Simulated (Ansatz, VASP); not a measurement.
**One calculation of Rb, two programs**

Contents of INCAR:

```
PREC = Accurate ; ENCUT = 500
EDIFF = 1E-6 ; ISMEAR = -1
SIGMA = 0.01 ; LREAL = F
LASPH = T ; NELM = 120
ALGO = Normal ; ISIF = 2
LWAVE = F ; LCHARG = F
GGA = LIBXC ; LIBXC1 = GGA_X_RPBE
LIBXC2 = GGA_C_LYP ; NBANDS = 10
GGA_COMPAT = F
```

KPOINTS

```
regular mesh
0
Gamma
  7 7 7
```

File POSCAR:

```
Rb
1.0
   -2.8025000000      2.8025000000      2.8025000000
    2.8025000000     -2.8025000000      2.8025000000
    2.8025000000      2.8025000000     -2.8025000000
Rb
1
Direct
    0.0000000000      0.0000000000      0.0000000000
```

File input.yaml:

```yaml
crystal:
  lattice:
    - [-2.8025, 2.8025, 2.8025]
    - [2.8025, -2.8025, 2.8025]
    - [2.8025, 2.8025, -2.8025]
  atoms:
    - { symbol: Rb, position: [0.0, 0.0, 0.0] }
kpoints:
  mp_grid: { grid: [7, 7, 7] }
scf:
  occupations: { method: fermi_dirac, width: 0.01 }
hamiltonian:
  xc: { exchange: rpbe, correlation: lyp }
  pseudopotentials: { kind: all_electron, lapw: { basis_error: 0.0005 } }
output:
  forces: true
  stress: true
  eigenvalues: true
```

Alike in both runs: task single point; functional rpbe exchange, lyp correlation; k mesh 7 × 7 × 7; occupations fermi-dirac, width 0.01 eV; no spin polarisation.

```csv
,VASP,Ansatz
version,VASP 6.6.1,Ansatz 0.2.0
potentials or method,"VASP PAW PBE potentials, release 64 (Rb_sv), cutoff 500 eV","all-electron LAPW, scalar-relativistic"
```

```tsv
	VASP	Ansatz	Ansatz less VASP
gap on the k mesh at the Fermi level (eV)	none	none	-
pressure (GPa)	0.4	0.4	0.00
```

VASP's potentials were made for PBE, not for rpbe exchange, lyp correlation. A gap of «none» marks a metal or a gap that the smearing closes. Ansatz ran all-electron here, and VASP with PAW potentials.
